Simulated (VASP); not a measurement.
Crystal: ZrZnN.

```
Zr Zn N
1.0
     1.96666   -1.98740    0.00000
     1.96666    1.98740    0.00000
     0.00000    0.00000    5.70338
Zr Zn N
1 1 1
Direct
  0.50000 0.50000 0.00000
  0.00000 0.00000 0.50000
  0.50000 0.50000 0.50000
```

```yaml
Program: VASP 6.6.1
Task: relaxation of cell and atoms
Functional: PBE
Potentials_or_basis: VASP PAW PBE potentials, release 64 (Zr_sv, Zn, N)
Cutoff: 600 eV
k_mesh: 6 × 6 × 4
Occupations: gaussian, width 0.1 eV
Spin: no spin polarisation
```

At the start: pressure 6.8 GPa; volume 14.86 Å³/atom.

**Question.** How do energy, volume and symmetry change on relaxing?

**Answer.** Over 10 steps the energy falls by 880.7 meV/atom and the volume is 14.41 Å³/atom (-3.0 %); space group Cmmm (No. 65, to 0.05 Å).

Step by step:
| step | energy change (eV) | largest force (eV/Å) | pressure (GPa) | volume (Å³) |
| --- | --- | --- | --- | --- |
| 1 | 0.0000 | 0.0000 | 6.79 | 44.58 |
| 2 | -1.6402 | 0.0000 | -14.33 | 47.95 |
| 3 | -2.3763 | 0.0000 | -12.47 | 49.56 |
| 4 | -2.3404 | 0.0000 | -14.24 | 49.40 |
| 5 | -0.4577 | 0.0000 | 44.77 | 39.71 |
| 6 | -2.5217 | 0.0000 | -7.77 | 47.28 |
| 7 | -2.5349 | 0.0000 | -5.80 | 46.78 |
| 8 | -2.5363 | 0.0000 | -4.85 | 46.55 |
| 9 | -2.6384 | 0.0000 | -1.22 | 43.80 |
| 10 | -2.6421 | 0.0000 | -0.23 | 43.24 |

Final structure:
```yaml
crystal:
  lattice:
    - [2.22638, -2.24585, 0.00000]
    - [2.22638, 2.24585, 0.00000]
    - [0.00000, 0.00000, 4.32351]
  atoms:
    - { symbol: Zr, position: [0.50000, 0.50000, 0.00000] }
    - { symbol: Zn, position: [0.00000, 0.00000, 0.50000] }
    - { symbol: N, position: [0.50000, 0.50000, 0.50000] }
```

Caveat: the k points lie up to 0.36 Å⁻¹ apart in the final cell.
